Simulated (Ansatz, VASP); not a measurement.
**One calculation of Ti, two programs**

INCAR

```
  PREC = Accurate
  ENCUT = 520
  EDIFF = 1E-6
  ISMEAR = -1
  SIGMA = 0.05
  LREAL = False
  LASPH = True
  NELM = 60
  ALGO = Normal
  ISIF = 2
  LWAVE = False
  LCHARG = False
  GGA = CA
  NBANDS = 12
```

Contents of KPOINTS:

```
Automatic mesh
0
Gamma
  14 14 14
```

File POSCAR:

```
Ti
1.0
    0.0000000000      2.0232106516      2.0232106516
    2.0232106516      0.0000000000      2.0232106516
    2.0232106516      2.0232106516      0.0000000000
Ti
1
Direct
    0.0000000000      0.0000000000      0.0000000000
```

Input for Ansatz:

```yaml
crystal:
  lattice:
    - [0.0, 2.0232106516, 2.0232106516]
    - [2.0232106516, 0.0, 2.0232106516]
    - [2.0232106516, 2.0232106516, 0.0]
  atoms:
    - { symbol: Ti, position: [0.0, 0.0, 0.0] }
kpoints:
  mp_grid: { grid: [14, 14, 14] }
  band_path:
    path:
      - [0.0, 0.0, 0.0]
      - [0.5, 0.0, 0.5]
      - [0.625, 0.25, 0.625]
      - [0.375, 0.375, 0.75]
      - [0.0, 0.0, 0.0]
      - [0.5, 0.5, 0.5]
      - [0.5, 0.25, 0.75]
      - [0.5, 0.0, 0.5]
    npoints: 5
scf:
  occupations: { method: fermi_dirac, width: 0.05 }
hamiltonian:
  xc: lda
  pseudopotentials: { kind: all_electron, lapw: { basis_error: 0.00025 } }
output:
  forces: true
  stress: true
  eigenvalues: true
```

Change from the starting cell: volume scaled by 0.99.

Alike in both runs: task single point; functional LDA; k mesh 14 × 14 × 14; occupations fermi-dirac, width 0.05 eV; no spin polarisation.

|  | VASP | Ansatz |
| --- | --- | --- |
| version | VASP 6.6.1 | Ansatz 0.2.0 |
| potentials or method | VASP PAW LDA potentials, release 64 (Ti_sv), cutoff 520 eV | all-electron LAPW, scalar-relativistic |

|  | VASP | Ansatz | Ansatz less VASP |
| --- | --- | --- | --- |
| pressure (GPa) | -3.9 | -3.8 | +0.12 |

LDA's correlation is that of Perdew and Zunger in VASP and of Perdew and Wang (1992) in Ansatz. Ansatz ran all-electron here, and VASP with PAW potentials.
